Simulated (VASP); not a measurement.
# Ge3PdO4 (Im-3m) in VASP: further runs, part 2 of 2

VASP 6.6.1. The steps go on from the part before.

### Step 4. Single point, PBE, collinear spin

This run uses another cell than the first one, of 16.31 Å³/atom.

File INCAR:

```
SYSTEM = Ge3PdO4
PREC = Accurate
ENCUT = 520
EDIFF = 1E-6
ISMEAR = 0
SIGMA = 0.1
LREAL = .False.
LASPH = .True.
NELM = 150
ALGO = Normal
ISIF = 2
LWAVE = .False.
LCHARG = .False.
ISPIN = 2
MAGMOM = 0 0 0 1 0 0 0 0
LORBIT = 11
LMAXMIX = 4
GGA = PE
NBANDS = 52
```

File KPOINTS:

```
regular mesh
0
Gamma
  4 4 4
  0 0 0
```

File POSCAR:

```
Ge3PdO4
1.0
   -3.1954600900      3.1954600900      3.1954600900
    3.1954600900     -3.1954600900      3.1954600900
    3.1954600900      3.1954600900     -3.1954600900
Ge Pd O
3 1 4
Direct
    0.0000000000      0.5000000000      0.5000000000
    0.5000000000      0.0000000000      0.5000000000
    0.5000000000      0.5000000000      0.0000000000
    0.0000000000      0.0000000000      0.0000000000
    0.5000000000      0.5000000000      0.5000000000
    0.0000000000      0.0000000000      0.5000000000
    0.0000000000      0.5000000000      0.0000000000
    0.5000000000      0.0000000000      0.0000000000
```

Potentials or basis: VASP PAW PBE potentials, release 64 (Ge_d, Pd, O).

Launch:

```bash
cat potpaw_PBE.64/Ge_d/POTCAR potpaw_PBE.64/Pd/POTCAR potpaw_PBE.64/O/POTCAR > POTCAR
mpirun -np 1 vasp_std > vasp.out
```

OUTCAR:

```text
SYSTEM = Ge3PdO4
   PREC = Accurate
   ENCUT = 520
   EDIFF = 1E-6
   ISMEAR = 0
   LREAL = .False.
   LASPH = .True.
   NELM = 150
   ISIF = 2
   ISPIN = 2
   LORBIT = 11
   GGA = PE

 ion  position               nearest neighbor table
   1  0.000  0.500  0.500-
   2  0.500  0.000  0.500-
   3  0.500  0.500  0.000-
   4  0.000  0.000  0.000-
   5  0.500  0.500  0.500-
   6  0.000  0.000  0.500-
   7  0.000  0.500  0.000-
   8  0.500  0.000  0.000-

  LATTYP: Found a body centered cubic cell.
 ALAT       =     6.3909201800

  Lattice vectors:

 A1 = (  -3.1954600900,   3.1954600900,   3.1954600900)
 A2 = (   3.1954600900,  -3.1954600900,   3.1954600900)
 A3 = (   3.1954600900,   3.1954600900,  -3.1954600900)

Analysis of symmetry for initial positions (statically):
=====================================================================
 Subroutine PRICEL returns:
 Original cell was already a primitive cell.

 Routine SETGRP: Setting up the symmetry group for a
 body centered cubic supercell.

 Subroutine GETGRP returns: Found 48 space group operations
 (whereof 48 operations were pure point group operations)
 out of a pool of 48 trial point group operations.

The static configuration has the point symmetry O_h .

Analysis of symmetry for dynamics (positions and initial velocities):
=====================================================================
 Subroutine PRICEL returns:
 Original cell was already a primitive cell.

 Routine SETGRP: Setting up the symmetry group for a
 body centered cubic supercell.

 Subroutine GETGRP returns: Found 48 space group operations
 (whereof 48 operations were pure point group operations)
 out of a pool of 48 trial point group operations.

The dynamic configuration has the point symmetry O_h .

Analysis of structural, dynamic, and magnetic symmetry:
=====================================================================
[... 587 lines left out ...]
     50      13.9336      0.00000
 Fermi energy:         2.8600606796

 spin component 2

 k-point     1 :       0.0000    0.0000    0.0000
  band No.  band energies     occupation
      1     -21.7879      1.00000
      2     -21.7879      1.00000
      3     -21.7591      1.00000
      4     -21.7591      1.00000
      5     -21.7591      1.00000
      6     -21.7566      1.00000
[... 413 lines left out ...]
     49       8.6744      0.00000
     50      13.9335      0.00000
 [bands above 50 left out]

------------------------ aborting loop because EDIFF is reached ----------------------------------------

  FORCE on cell =-STRESS in cart. coord.  units (eV):
  Direction    XX          YY          ZZ          XY          YZ          ZX
  --------------------------------------------------------------------------------------
  -------------------------------------------------------------------------------------
  Total      -16.3868065    -16.3868065    -16.3868065      0.0000000     -0.0000000     -0.0000000
  in kB     -201.1614337   -201.1614337   -201.1614337      0.0000000     -0.0000000     -0.0000000
  external PRESSURE =    -201.1614337 kB  Pullay stress =       0.0000000 kB

 VOLUME and BASIS-vectors are now :
 -----------------------------------------------------------------------------
  energy-cutoff  :      520.00
  volume of cell :      130.51
      direct lattice vectors                 reciprocal lattice vectors
    -3.195460090  3.195460090  3.195460090     0.000000000  0.156471990  0.156471990
     3.195460090 -3.195460090  3.195460090     0.156471990  0.000000000  0.156471990
     3.195460090  3.195460090 -3.195460090     0.156471990  0.156471990  0.000000000

 POSITION                                       TOTAL-FORCE (eV/Angst)
 -----------------------------------------------------------------------------------
      3.19546      0.00000      0.00000        -0.000000      0.000000     -0.000000
      0.00000      3.19546      0.00000         0.000000      0.000000      0.000000
      0.00000      0.00000      3.19546        -0.000000      0.000000     -0.000000
      0.00000      0.00000      0.00000         0.000000     -0.000000      0.000000
      1.59773      1.59773      1.59773        -0.000000     -0.000000      0.000000
      1.59773      1.59773     -1.59773         0.000000     -0.000000     -0.000000
      1.59773     -1.59773      1.59773         0.000000      0.000000      0.000000
     -1.59773      1.59773      1.59773         0.000000     -0.000000      0.000000
 -----------------------------------------------------------------------------------
    total drift:                               -0.000000     -0.000000      0.000000

  FREE ENERGIE OF THE ION-ELECTRON SYSTEM (eV)
  ---------------------------------------------------
  free  energy   TOTEN  =       -37.1056288146 eV

  energy  without entropy=      -37.0797188521  energy(sigma->0) =      -37.09267383

 total charge

# of ion       s       p       d       tot
------------------------------------------
    1        1.387   0.460   9.998  11.846
    2        1.387   0.460   9.998  11.846
    3        1.387   0.460   9.998  11.846
    4        0.207   0.157   8.399   8.763
    5        1.598   3.150   0.000   4.749
    6        1.598   3.150   0.000   4.749
    7        1.598   3.150   0.000   4.749
    8        1.598   3.150   0.000   4.749
--------------------------------------------------
tot         10.761  14.140  38.393  63.295

 magnetization (x)

# of ion       s       p       d       tot
------------------------------------------
    1        0.000  -0.000   0.000  -0.000
    2        0.000  -0.000   0.000  -0.000
    3        0.000  -0.000   0.000  -0.000
    4        0.000  -0.000   0.000   0.000
    5       -0.000   0.000   0.000   0.000
    6       -0.000   0.000   0.000   0.000
    7       -0.000   0.000   0.000   0.000
    8       -0.000   0.000   0.000   0.000
--------------------------------------------------
tot          0.000   0.000   0.000   0.000
```

Wall time 2.7 min (1 thread of AMD EPYC 7R13, shared host); peak memory 0.33 GiB.

What came out:

- Free energy: -37.1056 eV
- Pressure: -20.1 GPa
- Band gap on the k mesh: zero (filled and empty bands overlap)
- Net moment: 0.00 μB per cell
- Valence electrons inside the program's atomic spheres: Ge 11.85; Pd 8.76; O 4.75

Caveat: the cell stands under tension.

### Step 5. The runs side by side

| task | spin | cell | k mesh | cutoff (eV) | gap on the mesh (eV) | pressure (GPa) |
| --- | --- | --- | --- | --- | --- | --- |
| single point | off | a = 4.984 Å, angles 109.5°, 8 atoms | 10 × 10 × 10 | 520 | none | 0.0 |
| relaxation of cell and atoms | off | relaxed from a = 5.535 Å, angles 109.5°, 8 atoms | 4 × 4 × 4 | 600 | none | -0.5 |
| single point | collinear | a = 5.535 Å, angles 109.5°, 8 atoms | 4 × 4 × 4 | 520 | none | -20.1 |

Alike in all rows: level PBE; potentials or basis VASP PAW PBE potentials, release 64 (Ge_d, Pd, O); smearing gaussian 0.1 eV.

Caveats: the volume moved by over 15 % at a fixed basis, so the end points are rough (at least some runs); the cell stands under tension (at least some runs).

Total energies depend on the potentials used, so only differences within one code and one set of settings carry meaning.
